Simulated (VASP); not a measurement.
# Au (Im-3m) in VASP: a series of runs

The runs below take Au through single point, relaxation of cell and atoms, with AM05, BLYP, PBE0.

Program: VASP 6.6.1. These are calculated values, not measurements. Logs are shortened: lines on timing, memory, paths and dates and some standing lists are left out, and cuts for length are marked.

**1. The cell of the first run**

It takes space group Im-3m (No. 229, cubic). Conventional cell: a = 3.315 Å, b = 3.315 Å, c = 3.315 Å, α = 90.00°, β = 90.00°, γ = 90.00°. Au (site symmetry m-3m) has 14 Au at 2.87 to 3.31 Å within 3.8 Å.

This isn't the form of Au at room conditions, which is fcc.

**2. Single point, AM05**

Input file INCAR:

```
SYSTEM = Au
GGA = AM
ISMEAR = 1
SIGMA = 0.1
LWAVE = .FALSE.
LCHARG = .FALSE.
ISIF = 2
PREC = Accurate
LASPH = .TRUE.
LREAL = .FALSE.
ALGO = Normal
EDIFF = 1E-6
NELM = 120
GGA_COMPAT = .FALSE.
ENCUT = 400
```

Input file KPOINTS:

```
k-points
0
Gamma
  14 14 14
```

Input file POSCAR:

```
Au
1.0
   -1.6572690000      1.6572690000      1.6572690000
    1.6572690000     -1.6572690000      1.6572690000
    1.6572690000      1.6572690000     -1.6572690000
Au
1
Direct
    0.0000000000      0.0000000000      0.0000000000
```

Potentials or basis: VASP PAW PBE potentials, release 64 (Au).

Command:

```sh
> cat potpaw_PBE.64/Au/POTCAR > POTCAR
> mpirun -np 1 vasp_std > vasp.out
```

OUTCAR:

```text
SYSTEM = Au
   GGA = AM
   ISMEAR = 1
   ISIF = 2
   PREC = Accurate
   LASPH = .TRUE.
   LREAL = .FALSE.
   EDIFF = 1E-6
   NELM = 120
   ENCUT = 400

 Found    104 irreducible k-points:

 Following reciprocal coordinates:
            Coordinates               Weight
  0.000000  0.000000  0.000000      1.000000
  0.071429  0.000000  0.000000     12.000000
  0.142857  0.000000  0.000000     12.000000
  0.214286  0.000000  0.000000     12.000000
  0.285714  0.000000  0.000000     12.000000
  0.357143  0.000000  0.000000     12.000000
   k-points           NKPTS =    104   k-points in BZ     NKDIM =    104   number of bands    NBANDS=      9
   number of dos      NEDOS =    301   number of ions     NIONS =      1
   total plane-waves  NPLWV =   8000
   dimension x,y,z NGX =    20 NGY =   20 NGZ =   20
   dimension x,y,z NGXF=    40 NGYF=   40 NGZF=   40
   ions per type =               1
   NGX,Y,Z   is equivalent  to a cutoff of  11.58, 11.58, 11.58 a.u.
   NGXF,Y,Z  is equivalent  to a cutoff of  23.17, 23.17, 23.17 a.u.
 SYSTEM =  Au
   PREC   = accura    normal or accurate (medium, high low for compatibility)
   ISTART =      0    job   : 0-new  1-cont  2-samecut
   ICHARG =      2    charge: 1-file 2-atom 10-const
   ISPIN  =      1    spin polarized calculation?
   LNONCOLLINEAR =      F non collinear calculations
   LSORBIT =      F    spin-orbit coupling
   LASPH  =      T    aspherical Exc in radial PAW
   ENCUT  =  400.0 eV  29.40 Ry    5.42 a.u.   4.68  4.68  4.68*2*pi/ulx,y,z
   NELM   =    120;   NELMIN=  2; NELMDL= -5     # of ELM steps
   EDIFF  = 0.1E-05   stopping-criterion for ELM
   LREAL  =      F    real-space projection
   EDIFFG = 0.1E-04   stopping-criterion for IOM
   NSW    =      0    number of steps for IOM
   IBRION =     -1    ionic relax: 0-MD 1-quasi-New 2-CG
   NFREE  =      0    steps in history (QN), initial steepest desc. (CG)
   ISIF   =      2    stress and relaxation
   ISYM   =      2    0-nonsym 1-usesym 2-fastsym
   POTIM  = 0.5000    time-step for ionic-motion
   TEBEG  =    0.0;   TEEND  =   0.0 temperature during run

   SCALEE = 1.0000    scale energy and forces
   PSTRESS=    0.0 pullay stress
   NELECT =      11.0000    total number of electrons
   NUPDOWN=      -1.0000    fix difference up-down
   EMIN   =  10.00;   EMAX   =-10.00  energy-range for DOS
   EFERMI =   0.00;   METHOD = LEGACY
   ISMEAR =     1;   SIGMA  =   0.10  broadening in eV -4-tet -1-fermi 0-gaus
   EFERMI_NEDOS =   21; number of points for ismear=-14 and -15
   IALGO  =     38    algorithm
   IMIX   =      4    mixing-type and parameters
     AMIX     =   0.40;   BMIX     =  1.00
     AMIX_MAG =   1.60;   BMIX_MAG =  1.00
  volume/ion in A,a.u.               =      18.21       122.87
  Fermi-wavevector in a.u.,A,eV,Ry     =   1.383968  2.615320 26.060157  1.915367
  Thomas-Fermi vector in A             =   2.508516
   LORBIT       =      0    0 simple, 1 ext, 2 COOP (PROOUT), +10 PAW based schemes
   GGA     = AM    functional components
   LHFCALC =     F    Hartree Fock is set to
   AEXX    =    0.0000 exact exchange contribution
   IVDW    =     0    specifies the selected vdW correction
   LEPSILON=     F    determine dielectric tensor
   LRPA    =     F    only Hartree local field effects (RPA)

   CSHIFT  =0.1000    complex shift for real part using Kramers Kronig

   OMEGAMAX=  -1.0    maximum frequency
 non-spin polarized calculation
 Methfessel and Paxton  Order N= 1 SIGMA  =   0.10
  energy-cutoff  :      400.00
  volume of cell :       18.21
 maximum number of plane-waves:       370
   NGX =  9   NGY =  9   NGZ =  9

 number of electron      10.9999996 magnetization

 Free energy of the ion-electron system (eV)
  ---------------------------------------------------
  ext. energy  EPLUGINS =         0.00000000
  ---------------------------------------------------
  free energy    TOTEN  =        -3.53072396 eV

  energy without entropy =       -3.53115917  energy(sigma->0) =       -3.53086903

 E-fermi :   8.2788     XC(G=0): -12.4676

 val. band max:        8.2157433356   @ k =  -0.4286   0.4286   0.1429
 cond. band min:       8.2968090613   @ k =   0.3571   0.0714   0.0714
 fundamental gap:      0.0810657257
 Fermi energy:         8.2788364788

 k-point     1 :       0.0000    0.0000    0.0000
  band No.  band energies     occupation
      1      -0.9920      2.00000
      2       3.7036      2.00000
      3       3.7036      2.00000
      4       3.7036      2.00000
      5       5.4522      2.00000
      6       5.4522      2.00000
      7      24.6880      0.00000
      8      24.6880      0.00000
      9      24.6880      0.00000

 k-point     2 :       0.0714    0.0000    0.0000
  band No.  band energies     occupation
      1      -0.8147      2.00000
      2       3.6500      2.00000
      3       3.7088      2.00000
      4       3.8240      2.00000
      5       5.3892      2.00000
      6       5.4560      2.00000
      7      24.6045      0.00000
      8      24.7150      0.00000
      9      24.9033      0.00000

 k-point     3 :       0.1429    0.0000    0.0000
  band No.  band energies     occupation
      1      -0.3056      2.00000
      2       3.5031      2.00000
      3       3.7189      2.00000
      4       4.1744      2.00000
      5       5.2550      2.00000
      6       5.4692      2.00000
      7      23.7347      0.00000
      8      24.4955      0.00000
      9      25.5175      0.00000

 k-point     4 :       0.2143    0.0000    0.0000
  band No.  band energies     occupation
      1       0.4406      2.00000
      2       3.2987      2.00000
      3       3.7694      2.00000
      4       4.7190      2.00000
      5       5.1664      2.00000
      6       5.4951      2.00000
      7      21.3277      0.00000
      8      23.5860      0.00000
      9      26.4366      0.00000

 k-point     5 :       0.2857    0.0000    0.0000
  band No.  band energies     occupation
      1       1.1611      2.00000
      2       3.0817      2.00000
      3       4.1011      2.00000
      4       5.1916      2.00000
      5       5.3901      2.00000
      6       5.5335      2.00000
      7      18.3546      0.00000
      8      22.4027      0.00000
      9      25.0384      0.00000

 k-point     6 :       0.3571    0.0000    0.0000
  band No.  band energies     occupation
      1       1.5056      2.00000
      2       2.8942      2.00000
      3       4.9727      2.00000
      4       5.4187      2.00000
      5       5.5773      2.00000
      6       6.0747      2.00000
      7      15.4205      0.00000
      8      21.3970      0.00000
      9      23.3020      0.00000

 [... further k-points ...]
[... 5 lines left out ...]
  --------------------------------------------------------------------------------------
  -------------------------------------------------------------------------------------
  Total       -1.1612481     -1.1612481     -1.1612481      0.0000000      0.0000000      0.0000000
  in kB     -102.1872234   -102.1872234   -102.1872234      0.0000000      0.0000000      0.0000000
  external PRESSURE =    -102.1872234 kB  Pullay stress =       0.0000000 kB

 VOLUME and BASIS-vectors are now :
 -----------------------------------------------------------------------------
  energy-cutoff  :      400.00
  volume of cell :       18.21
      direct lattice vectors                 reciprocal lattice vectors
    -1.657269000  1.657269000  1.657269000     0.000000000  0.301701172  0.301701172
     1.657269000 -1.657269000  1.657269000     0.301701172  0.000000000  0.301701172
     1.657269000  1.657269000 -1.657269000     0.301701172  0.301701172  0.000000000

 POSITION                                       TOTAL-FORCE (eV/Angst)
 -----------------------------------------------------------------------------------
      0.00000      0.00000      0.00000        -0.000000     -0.000000      0.000000
 -----------------------------------------------------------------------------------
    total drift:                                0.000000     -0.000000      0.000000

  FREE ENERGIE OF THE ION-ELECTRON SYSTEM (eV)
  ---------------------------------------------------
  free  energy   TOTEN  =        -3.5307239619 eV

  energy  without entropy=       -3.5311591670  energy(sigma->0) =       -3.53086903
```

Wall time 12 s (1 thread of Intel Xeon Platinum 8259CL at 2.50GHz (Skylake/Cascade Lake), shared host); peak memory 0.13 GiB.

Results:

```yaml
Free_energy: -3.5307 eV
Pressure: -10.2 GPa
Band_gap_on_the_k_mesh: zero (an odd number of electrons rules out a gap without spin polarisation)
```

Caveat: the cell stands under tension; the PAW data sets were made with another functional, which shifts forces and pressure a little; spin-orbit coupling is left out, which moves the levels of the heavy elements.

**3. Relaxation of cell and atoms, BLYP**

Input file INCAR:

```
SYSTEM = Au
AGGAC    = 1.0          
AGGAX    = 1.0          
ALDAC    = 0.0          
ALDAX    = 1.0          
ALGO     = Normal         ! electronic algorithm
EDIFF    = 1E-6           ! SCF threshold, eV
EDIFFG   = -0.01          ! ionic threshold
ENCUT    = 600            ! plane-wave cutoff, eV
GGA      = B5             ! functional
IBRION   = 2              ! ionic algorithm
ISIF     = 3              ! what is computed and relaxed
ISMEAR   = -1             ! smearing method
LASPH    = .TRUE.         ! aspherical terms in the spheres
LCHARG   = .FALSE.        ! write CHGCAR
LREAL    = .FALSE.        ! projectors in reciprocal space
LWAVE    = .FALSE.        ! write WAVECAR
NELM     = 60             ! most SCF steps
NSW      = 60             ! ionic steps
PREC     = Accurate       ! precision mode
SIGMA    = 0.05           ! smearing width, eV
```

Input file KPOINTS:

```
k-points
0
G
  11 11 11
  0 0 0
```

POSCAR is that of step 2.

Potentials or basis: VASP PAW PBE potentials, release 64 (Au).

Command:

```sh
> cat potpaw_PBE.64/Au/POTCAR > POTCAR
> mpirun -np 1 vasp_std > vasp.out
```

OUTCAR:

```text
SYSTEM = Au
   EDIFF = 1E-6
   EDIFFG = -0.01
   ENCUT = 600
   GGA = B5
   IBRION = 2
   ISIF = 3
   ISMEAR = -1
   LASPH = .TRUE.
   LREAL = .FALSE.
   NELM = 60
   NSW = 60
   PREC = Accurate

 ion  position               nearest neighbor table
   1  0.000  0.000  0.000-

  LATTYP: Found a body centered cubic cell.
 ALAT       =     3.3145380000

  Lattice vectors:

 A1 = (  -1.6572690000,   1.6572690000,   1.6572690000)
 A2 = (   1.6572690000,  -1.6572690000,   1.6572690000)
 A3 = (   1.6572690000,   1.6572690000,  -1.6572690000)

Analysis of symmetry for initial positions (statically):
=====================================================================
 Subroutine PRICEL returns:
 Original cell was already a primitive cell.

 Routine SETGRP: Setting up the symmetry group for a
 body centered cubic supercell.

 Subroutine GETGRP returns: Found 48 space group operations
 (whereof 48 operations were pure point group operations)
 out of a pool of 48 trial point group operations.

The static configuration has the point symmetry O_h .

Analysis of symmetry for dynamics (positions and initial velocities):
=====================================================================
 Subroutine PRICEL returns:
 Original cell was already a primitive cell.

 Routine SETGRP: Setting up the symmetry group for a
 body centered cubic supercell.

 Subroutine GETGRP returns: Found 48 space group operations
 (whereof 48 operations were pure point group operations)
 out of a pool of 48 trial point group operations.

The dynamic configuration has the point symmetry O_h .

 Subroutine INISYM returns: Found 48 space group operations
 (whereof 48 operations are pure point group operations),
 and found     1 'primitive' translations

----------------------------------------------------------------------------------------
[... 119 lines left out ...]
   IVDW    =     0    specifies the selected vdW correction
   LEPSILON=     F    determine dielectric tensor
   LRPA    =     F    only Hartree local field effects (RPA)
 conjugate gradient relaxation of ions
 non-spin polarized calculation
  energy-cutoff  :      600.00
  volume of cell :       18.21
 maximum number of plane-waves:       621
   NGX = 11   NGY = 11   NGZ = 11

--------------------------------------- Ionic step        1  -------------------------------------------

 number of electron      10.9999998 magnetization

 Free energy of the ion-electron system (eV)
  ---------------------------------------------------
  ext. energy  EPLUGINS =         0.00000000
  ---------------------------------------------------
  free energy    TOTEN  =        -2.39923684 eV

  energy without entropy =       -2.39390044  energy(sigma->0) =       -2.39656864

------------------------ aborting loop because EDIFF is reached ----------------------------------------

  FORCE on cell =-STRESS in cart. coord.  units (eV):
  Direction    XX          YY          ZZ          XY          YZ          ZX
  --------------------------------------------------------------------------------------
  -------------------------------------------------------------------------------------
  Total        1.1146863      1.1146863      1.1146863      0.0000000      0.0000000      0.0000000
  in kB       98.0898854     98.0898854     98.0898854      0.0000000      0.0000000      0.0000000
  external PRESSURE =      98.0898854 kB  Pullay stress =       0.0000000 kB
[... 92 lines left out ...]
--------------------------------------- Ionic step        4  -------------------------------------------

 number of electron      11.0000002 magnetization

 Free energy of the ion-electron system (eV)
  ---------------------------------------------------
  ext. energy  EPLUGINS =         0.00000000
  ---------------------------------------------------
  free energy    TOTEN  =        -2.44003020 eV

  energy without entropy =       -2.43501109  energy(sigma->0) =       -2.43752065

 E-fermi :   7.7434     XC(G=0): -11.2602

 val. band max:        7.7356263860   @ k =  -0.3636   0.3636   0.2727
 cond. band min:       7.7478718898   @ k =  -0.3636   0.4545   0.0909
 fundamental gap:      0.0122455038
 Fermi energy:         7.7434222036

 k-point     1 :       0.0000    0.0000    0.0000
  band No.  band energies     occupation
      1      -0.5391      2.00000
      2       3.6344      2.00000
      3       3.6344      2.00000
      4       3.6344      2.00000
      5       5.1817      2.00000
      6       5.1817      2.00000
      7      24.4934      0.00000
      8      24.4934      0.00000
      9      24.4934      0.00000
[... 265 lines left out ...]
 k-point    24 :       0.3636    0.1818    0.0909
  band No.  band energies     occupation
      1       2.5310      2.00000
      2       2.9721      2.00000
      3       4.3992      2.00000
      4       5.2103      2.00000
      5       5.3644      2.00000
      6      10.3518      0.00000
      7      11.1030      0.00000
      8      16.2749      0.00000
      9      18.9018      0.00000

 [... further k-points ...]
[... 5 lines left out ...]
  --------------------------------------------------------------------------------------
  -------------------------------------------------------------------------------------
  Total        0.0061103      0.0061103      0.0061103     -0.0000000      0.0000000     -0.0000000
  in kB        0.4982251      0.4982251      0.4982251     -0.0000000      0.0000000     -0.0000000
  external PRESSURE =       0.4982251 kB  Pullay stress =       0.0000000 kB
[... 16 lines left out ...]
  FREE ENERGIE OF THE ION-ELECTRON SYSTEM (eV)
  ---------------------------------------------------
  free  energy   TOTEN  =        -2.4400302034 eV

  energy  without entropy=       -2.4350110915  energy(sigma->0) =       -2.43752065

 reached required accuracy - stopping structural energy minimisation
```

CONTCAR:

```text
Au
   1.00000000000000
    -1.6999225595913479    1.6999225595913479    1.6999225595913476
     1.6999225595913479   -1.6999225595913479    1.6999225595913476
     1.6999225595913479    1.6999225595913479   -1.6999225595913476
  Au
     1
Direct
     0.0000000000000000    0.0000000000000000    0.0000000000000000

  0.00000000E+00  0.00000000E+00  0.00000000E+00
```

Run time: 37 s. Hardware: 1 thread of Intel Xeon Platinum 8488C (Sapphire Rapids), shared host; peak memory 0.15 GiB.

What came out:

* Free energy: -2.4400 eV
* Relaxed volume: 19.65 Å³/atom
* Relaxed cell: a = 2.944 Å, b = 2.944 Å, c = 2.944 Å, α = 109.47°, β = 109.47°, γ = 109.47°
* Space group after relaxing (to 0.1 Å): Im-3m (No. 229)
* Energy gained by relaxing: 40.8 meV/atom
* Ionic steps: 4
* Pressure after relaxing: 0.0 GPa
* Band gap on the k mesh: zero (an odd number of electrons rules out a gap without spin polarisation)

The path:
```
step  energy change (eV)  largest force (eV/Å)  pressure (GPa)  volume (Å³)
   1              0.0000                0.0000            9.81        18.21
   2             -0.0046                0.0000           -6.41        21.31
   3             -0.0408                0.0000           -0.10        19.68
   4             -0.0408                0.0000            0.05        19.65
```

Final structure:
```cif
data_structure
_symmetry_space_group_name_H-M 'P 1'
_symmetry_Int_Tables_number 1
_cell_length_a 2.9444
_cell_length_b 2.9444
_cell_length_c 2.9444
_cell_angle_alpha 109.471
_cell_angle_beta 109.471
_cell_angle_gamma 109.471
_cell_volume 19.65
loop_
_atom_site_label
_atom_site_type_symbol
_atom_site_fract_x
_atom_site_fract_y
_atom_site_fract_z
_atom_site_occupancy
Au1 Au 0.00000 0.00000 0.00000 1
```

Caveat: the PAW data sets were made with another functional, which shifts forces and pressure a little; spin-orbit coupling is left out, which moves the levels of the heavy elements.

**4. Single point, PBE0, non-collinear spin, zero start, spin-orbit coupling**

POSCAR is that of step 3.

Input file INCAR.step1:

```
SYSTEM = Au
ALGO = Normal
EDIFF = 1E-5
ENCUT = 520
GGA = PE
GGA_COMPAT = .FALSE.
ISIF = 2
ISMEAR = -1
LASPH = .TRUE.
LMAXMIX = 4
LORBIT = 11
LORBMOM = .TRUE.
LREAL = .FALSE.
LSORBIT = .TRUE.
LWAVE = .TRUE.
MAGMOM = 0 0 0
NBANDS = 22
NELM = 150
PREC = Accurate
SIGMA = 0.05
```

Input file INCAR.step2:

```
SYSTEM = Au
AEXX = 0.25
ALGO = Normal
EDIFF = 1E-6
ENCUT = 520
GGA = PE
GGA_COMPAT = .FALSE.
ISIF = 2
ISMEAR = -1
ISTART = 1
LASPH = .TRUE.
LCHARG = .TRUE.
LHFCALC = .TRUE.
LMAXMIX = 4
LORBIT = 11
LORBMOM = .TRUE.
LREAL = .FALSE.
LSORBIT = .TRUE.
LVHAR = .TRUE.
LWAVE = .FALSE.
MAGMOM = 0 0 0
NBANDS = 22
NELM = 150
PREC = Accurate
PRECFOCK = Normal
SIGMA = 0.05
```

Input file KPOINTS:

```
k-points
0
G
  5 5 5
  0 0 0
```

Command:

```sh
> cat potpaw_PBE.64/Au/POTCAR > POTCAR
> cp INCAR.step1 INCAR
> mpirun -np 1 vasp_ncl > vasp.out
> cp INCAR.step2 INCAR
> mpirun -np 1 vasp_ncl > vasp.out
```

It took 29 min on 1 thread of Intel Xeon 6975P-C (Granite Rapids), shared host; peak memory 0.2 GiB.

The run converged. Its results:

* Free energy: -3.9035 eV
* Pressure: -5.3 GPa
* Net moment: 0.04 μB per cell
* Valence electrons inside the program's atomic spheres: Au 9.64

Moments on the atoms (μB; x, y, z):
```
Au  0.00 0.00 0.00
```

Caveat: the k points lie up to 0.54 Å⁻¹ apart; the PAW data sets were made with another functional, which shifts forces and pressure a little.

**5. Overview**

| task | level | spin | cell | k mesh | cutoff (eV) | smearing | tolerance level | purpose | start | dipole correction | grid for exact exchange (PRECFOCK) | gap on the mesh (eV) | pressure (GPa) |
| --- | --- | --- | --- | --- | --- | --- | --- | --- | --- | --- | --- | --- | --- |
| single point | AM05 | off | as given | 14 × 14 × 14 | 400 | methfessel-paxton 0.1 eV | tight | restart | from scratch | - | - | none | -10.2 |
| relaxation of cell and atoms | BLYP | off | relaxed | 11 × 11 × 11 | 600 | fermi-dirac 0.05 eV | - | - | - | no | - | none | 0.0 |
| single point | PBE0 | non-collinear, zero start, SOC | as given | 5 × 5 × 5 | 520 | fermi-dirac 0.05 eV | - | - | - | no | Normal | - | -5.3 |

Alike in all rows: potentials or basis VASP PAW PBE potentials, release 64 (Au).

Caveats: some runs use coarse meshes; the PAW data sets were made with another functional, which shifts forces and pressure a little; spin-orbit coupling is left out, which moves the levels of the heavy elements (at least some runs); the cell stands under tension (at least some runs).

Total energies depend on the potentials used, so only differences within one code and one set of settings carry meaning.
